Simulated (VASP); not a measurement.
# LiH in VASP: further runs

LiH is run at these levels: PBE; tasks: single point.

Everything below comes from runs of VASP 6.6.1. Logs are shortened: lines on timing, memory, paths and dates and some standing lists are left out, and cuts for length are marked.

### Step 1. The cell of the first run

The cell holds a sheet with vacuum, 2 atoms: a = 2.691 Å, b = 2.691 Å, c = 23.800 Å, α = 90.00°, β = 90.00°, γ = 90.00°.

### Step 2. Single point, PBE

File INCAR:

```
PREC = Accurate
ENCUT = 650
EDIFF = 1E-6
ISMEAR = 0
SIGMA = 0.01
LREAL = F
LASPH = T
NELM = 120
ALGO = Normal
ISIF = 2
LWAVE = F
LCHARG = F
LDIPOL = T
IDIPOL = 3
DIPOL = 0.5 0.5 0.294
GGA = PE
NBANDS = 9
GGA_COMPAT = F
NELMDL = -8
```

File KPOINTS:

```
regular mesh
0
Gamma
  10 10 1
```

File POSCAR:

```
LiH
1.0
    2.6905426333      0.0000000000      0.0000000000
    0.0000000000      2.6905426333      0.0000000000
    0.0000000000      0.0000000000     23.8000000000
Li H
1 1
Direct
    0.5000000000      0.5000000000      0.2941176471
    0.0000000000      0.0000000000      0.2941176471
```

Potentials or basis: VASP PAW PBE potentials, release 64 (Li_sv, H).

On the command line:

```bash
$ cat potpaw_PBE.64/Li_sv/POTCAR potpaw_PBE.64/H/POTCAR > POTCAR
$ mpirun -np 1 vasp_std > vasp.out
```

OUTCAR:

```text
PREC = Accurate
   ENCUT = 650
   EDIFF = 1E-6
   ISMEAR = 0
   LREAL = F
   LASPH = T
   NELM = 120
   ISIF = 2
   GGA = PE
   NELMDL = -8

 ion  position               nearest neighbor table
   1  0.500  0.500  0.294-
   2  0.000  0.000  0.294-

  LATTYP: Found a simple tetragonal cell.
 ALAT       =     2.6905426333
 C/A-ratio  =     8.8457992471

  Lattice vectors:

 A1 = (   2.6905426333,   0.0000000000,   0.0000000000)
 A2 = (   0.0000000000,   2.6905426333,   0.0000000000)
 A3 = (   0.0000000000,   0.0000000000,  23.8000000000)

Analysis of symmetry for initial positions (statically):
=====================================================================
 Subroutine PRICEL returns:
 Original cell was already a primitive cell.

 Routine SETGRP: Setting up the symmetry group for a
 simple tetragonal supercell.

 Subroutine GETGRP returns: Found 16 space group operations
 (whereof  8 operations were pure point group operations)
 out of a pool of 16 trial point group operations.

The static configuration has the point symmetry C_4v.
 The point group associated with its full space group is D_4h.

Analysis of symmetry for dynamics (positions and initial velocities):
=====================================================================
 Subroutine PRICEL returns:
 Original cell was already a primitive cell.

 Routine SETGRP: Setting up the symmetry group for a
 simple tetragonal supercell.

 Subroutine GETGRP returns: Found 16 space group operations
 (whereof  8 operations were pure point group operations)
 out of a pool of 16 trial point group operations.

The dynamic configuration has the point symmetry C_4v.
 The point group associated with its full space group is D_4h.

 Subroutine INISYM returns: Found 16 space group operations
 (whereof  8 operations are pure point group operations),
 and found     1 'primitive' translations

----------------------------------------------------------------------------------------

                                     Primitive cell

  volume of cell :     172.2887

  direct lattice vectors                    reciprocal lattice vectors
     2.690542633  0.000000000  0.000000000     0.371672237  0.000000000  0.000000000
     0.000000000  2.690542633  0.000000000     0.000000000  0.371672237  0.000000000
     0.000000000  0.000000000 23.800000000     0.000000000  0.000000000  0.042016807

  length of vectors
     2.690542633  2.690542633 23.800000000     0.371672237  0.371672237  0.042016807

[... 88 lines left out ...]
   NUPDOWN=      -1.0000    fix difference up-down
   EMIN   =  10.00;   EMAX   =-10.00  energy-range for DOS
   EFERMI =   0.00;   METHOD = LEGACY
   ISMEAR =     0;   SIGMA  =   0.01  broadening in eV -4-tet -1-fermi 0-gaus
   EFERMI_NEDOS =   21; number of points for ismear=-14 and -15
   IALGO  =     38    algorithm
   IMIX   =      4    mixing-type and parameters
     AMIX     =   0.40;   BMIX     =  1.00
     AMIX_MAG =   1.60;   BMIX_MAG =  1.00
  volume/ion in A,a.u.               =      86.14       581.33
  Fermi-wavevector in a.u.,A,eV,Ry     =   0.467028  0.882554  2.967632  0.218115
  Thomas-Fermi vector in A             =   1.457220
   LORBIT       =      0    0 simple, 1 ext, 2 COOP (PROOUT), +10 PAW based schemes
   GGA     = PE    functional components
   LHFCALC =     F    Hartree Fock is set to
   AEXX    =    0.0000 exact exchange contribution
   IVDW    =     0    specifies the selected vdW correction
   LEPSILON=     F    determine dielectric tensor
   LRPA    =     F    only Hartree local field effects (RPA)
 non-spin polarized calculation
 Gauss-broadening in eV      SIGMA  =   0.01
  energy-cutoff  :      650.00
  volume of cell :      172.29
 maximum number of plane-waves:      6527
 NGX is ok and might be reduce to    24

 dipolmoment           0.000000      0.000000     -0.000003 electrons x Angstroem

 number of electron       3.9999997 magnetization

 dipolmoment           0.000000      0.000000      0.000001 electrons x Angstroem

 Free energy of the ion-electron system (eV)
  ---------------------------------------------------
  ext. energy  EPLUGINS =         0.00000000
  ---------------------------------------------------
  free energy    TOTEN  =        -5.77369443 eV

  energy without entropy =       -5.77369443  energy(sigma->0) =       -5.77369443

 E-fermi :  -2.6721     XC(G=0):  -1.3046

 val. band max:       -2.7737256120   @ k =   0.5000   0.5000   0.0000
 cond. band min:      -1.6227279232   @ k =   0.0000   0.0000   0.0000
 fundamental gap:      1.1509976888
 Fermi energy:        -2.6721098055

 k-point     1 :       0.0000    0.0000    0.0000
  band No.  band energies     occupation
      1     -48.3212      2.00000
      2      -7.1542      2.00000
      3      -1.6227      0.00000
      4       0.1386      0.00000
      5       0.5822      0.00000
      6       0.6923      0.00000
      7       1.6841      0.00000
      8       1.6986      0.00000
      9       3.3598      0.00000
[... 229 lines left out ...]
 k-point    21 :       0.5000    0.5000    0.0000
  band No.  band energies     occupation
      1     -48.2706      2.00000
      2      -2.7737      2.00000
      3       2.1667      0.00000
      4       2.1667      0.00000
      5       7.7395      0.00000
      6       8.6713      0.00000
      7       8.8454      0.00000
      8       9.1199      0.00000
      9       9.1199      0.00000

------------------------ aborting loop because EDIFF is reached ----------------------------------------

 vacuum level on the upper side and lower side of the slab       (xc-potential included)        -0.009        -0.009

  FORCE on cell =-STRESS in cart. coord.  units (eV):
  Direction    XX          YY          ZZ          XY          YZ          ZX
  --------------------------------------------------------------------------------------
  -------------------------------------------------------------------------------------
  Total       -0.0137123     -0.0137123     -0.0254601      0.0000000      0.0000000      0.0000000
  in kB       -0.1275155     -0.1275155     -0.2367633      0.0000000      0.0000000      0.0000000
  external PRESSURE =      -0.1639314 kB  Pullay stress =       0.0000000 kB

 VOLUME and BASIS-vectors are now :
 -----------------------------------------------------------------------------
  energy-cutoff  :      650.00
  volume of cell :      172.29
      direct lattice vectors                 reciprocal lattice vectors
     2.690542633  0.000000000  0.000000000     0.371672237  0.000000000  0.000000000
     0.000000000  2.690542633  0.000000000     0.000000000  0.371672237  0.000000000
     0.000000000  0.000000000 23.800000000     0.000000000  0.000000000  0.042016807

 POSITION                                       TOTAL-FORCE (eV/Angst)
 -----------------------------------------------------------------------------------
      1.34527      1.34527      7.00000         0.000000      0.000000      0.000000
      0.00000      0.00000      7.00000        -0.000000      0.000000     -0.000000
 -----------------------------------------------------------------------------------
    total drift:                                0.000000      0.000000      0.000023

  FREE ENERGIE OF THE ION-ELECTRON SYSTEM (eV)
  ---------------------------------------------------
  free  energy   TOTEN  =        -5.7736944340 eV

  energy  without entropy=       -5.7736944340  energy(sigma->0) =       -5.77369443

 vacuum level on the upper side and lower side of the slab         0.399         0.399
```

OSZICAR:

```text
N       E                     dE             d eps       ncg     rms          rms(c)
DAV:   1     0.110517114829E+02    0.11052E+02   -0.23297E+03   378   0.358E+02
DAV:   2    -0.334042476819E+01   -0.14392E+02   -0.12202E+02   453   0.591E+01
DAV:   3    -0.648828799865E+01   -0.31479E+01   -0.31469E+01   708   0.243E+01
[... 14 lines left out ...]
DAV:  18    -0.577365990224E+01   -0.18275E-03   -0.13751E-05   471   0.106E-02    0.185E-03
DAV:  19    -0.577367749792E+01   -0.17596E-04   -0.33425E-07   485   0.183E-03    0.130E-03
DAV:  20    -0.577369200644E+01   -0.14509E-04   -0.35636E-07   450   0.175E-03    0.249E-04
DAV:  21    -0.577369418495E+01   -0.21785E-05   -0.34585E-08   504   0.551E-04    0.102E-04
DAV:  22    -0.577369443395E+01   -0.24900E-06   -0.63644E-09   529   0.206E-04
   1 F= -.57736944E+01 E0= -.57736944E+01  d E =-.807545E-49
```

stdout:

```text
POSCAR found type information on POSCAR LiH
 POSCAR found :  2 types and       2 ions
 scaLAPACK will be used
 LDA part: xc-table for (Slater+PW92), standard interpolation
 POSCAR, INCAR and KPOINTS ok, starting setup
 FFT: planning ... GRIDC
 FFT: planning ... GRID_SOFT
 FFT: planning ... GRID
 WAVECAR not read
 entering main loop
```

Run time: 32 s. Hardware: 1 thread of Intel Xeon 6975P-C (Granite Rapids), shared host; peak memory 0.32 GiB.

What came out:

```
Free energy            : -5.7737 eV
Band gap on the k mesh : 1.15 eV, indirect (least direct gap 4.94 eV)
```

Levels at points of the mesh, in eV from the valence-band top:
```csv
k point,band 1,band 2,band 3,band 4,band 5,band 6
"(0.00, 0.00, 0.00)",-45.55,-4.38,1.15,2.91,3.36,3.47
"(0.50, 0.00, 0.00)",-45.52,-3.00,4.52,6.07,6.56,8.00
"(0.50, 0.50, 0.00)",-45.50,0.00,4.94,4.94,10.51,11.45
```

### Step 3. Single point, PBE

This run uses another cell than the first one: it holds 4 atoms, not 2.

File INCAR:

```
PREC = Accurate
ENCUT = 650
EDIFF = 1E-6
ISMEAR = 0
SIGMA = 0.1
LREAL = False
LASPH = True
NELM = 120
ALGO = Normal
ISIF = 2
LWAVE = False
LCHARG = False
LDIPOL = True
IDIPOL = 3
DIPOL = 0.5 0.5 0.294
GGA = PE
NBANDS = 12
GGA_COMPAT = False
NELMDL = -8
```

File KPOINTS:

```
regular mesh
0
Gamma
  4 6 1
```

File POSCAR:

```
LiH
1.0
    5.3810852666      0.0000000000      0.0000000000
    0.0000000000      2.6905426333      0.0000000000
    0.0000000000      0.0000000000     23.8000000000
Li H
2 2
Direct
    0.2500000000      0.5000000000      0.2941176471
    0.7500000000      0.5000000000      0.2941176471
    0.0000000000      0.0000000000      0.2941176471
    0.5000000000      0.0000000000      0.2941176471
```

Potentials or basis: VASP PAW PBE potentials, release 64 (Li_sv, H).

On the command line:

```bash
$ cat potpaw_PBE.64/Li_sv/POTCAR potpaw_PBE.64/H/POTCAR > POTCAR
$ mpirun -np 1 vasp_std > vasp.out
```

Wall time 64 s (1 thread of Intel Xeon 6975P-C (Granite Rapids), shared host); peak memory 0.53 GiB.

Results (log left out):

```
Free energy            : -11.5458 eV
Band gap on the k mesh : 1.15 eV
```

Levels at points of the mesh, in eV from the valence-band top:
```csv
k point,band 1,band 2,band 3,band 4,band 5,band 6,band 7,band 8,band 9
"(0.00, 0.00, 0.00)",-45.55,-45.52,-4.38,-3.00,1.15,2.91,3.35,3.47,4.46
"(0.50, 0.00, 0.00)",-45.54,-45.54,-3.79,-3.79,2.44,2.44,4.09,4.09,4.62
"(0.00, 0.50, 0.00)",-45.52,-45.50,-3.00,0.00,4.52,4.94,4.94,6.07,6.56
"(0.50, 0.50, 0.00)",-45.51,-45.51,-1.92,-1.92,4.77,4.77,7.34,7.34,7.86
```

(Continued in part 2 of 2.)
